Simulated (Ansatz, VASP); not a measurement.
Two plane-wave programs on K

```xyz
1
Lattice="0.0000 3.5532 3.5532 3.5532 0.0000 3.5532 3.5532 3.5532 0.0000" Properties=species:S:1:pos:R:3 pbc="T T T"
K     0.0000    0.0000    0.0000
```

Alike in both runs: task single point; functional revPBE; k mesh 13 × 13 × 13; occupations fermi-dirac, width 0.1 eV; no spin polarisation.

|  | VASP | Ansatz |
| --- | --- | --- |
| version | VASP 6.6.1 | Ansatz 0.2.0 |
| potentials or method | VASP PAW PBE potentials, release 64 (K_sv), cutoff 520 eV | plane waves (420 eV) with PAW, scalar-relativistic |
| valence electrons in the cell | 9 | 9 |

```tsv
	VASP	Ansatz	Ansatz less VASP
pressure (GPa)	-0.3	-0.3	+0.01
```

VASP's potentials were made for PBE, not for revPBE. With one functional, cell and mesh, what is left measures potentials, basis and numerics.
